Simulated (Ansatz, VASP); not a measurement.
## Se: VASP beside Ansatz

```
CELL_PARAMETERS angstrom
3.44153 0.00000 0.00000
-1.72077 2.98046 0.00000
0.00000 0.00000 6.20821
ATOMIC_POSITIONS crystal
Se 0.00000 0.00000 0.82504
Se 0.00000 0.00000 0.17496
```

Alike in both runs: functional PBE; k mesh 18 × 18 × 10; occupations gaussian, width 0.1 eV; no spin polarisation.

Ansatz relaxed the structure, and its values are those at the end. VASP's run is a single point on that final structure, the one shown.

```csv
,VASP,Ansatz
version,VASP 6.6.1,Ansatz 0.2.0
potentials or method,"VASP PAW PBE potentials, release 64 (Se), cutoff 520 eV","scalar-relativistic, plane waves, PAW"
valence electrons in the cell,12,32
```

Ansatz gave:

- gap on the k mesh at the Fermi level (eV): none
- pressure (GPa): 0.0
- rms of the force components (eV/Å): 0.001

Problem. Estimate VASP's values.

Solution. gap on the k mesh at the Fermi level (eV): none; pressure (GPa): 0.1; rms of the force components (eV/Å): 0.037.

A gap of «none» marks a metal or a gap that the smearing closes. The functional is the same, so the differences come from potentials, cutoffs and numerics. VASP's potentials hold 12 valence electrons a cell and Ansatz's 32, so a difference there can come from the potentials and not from the codes.
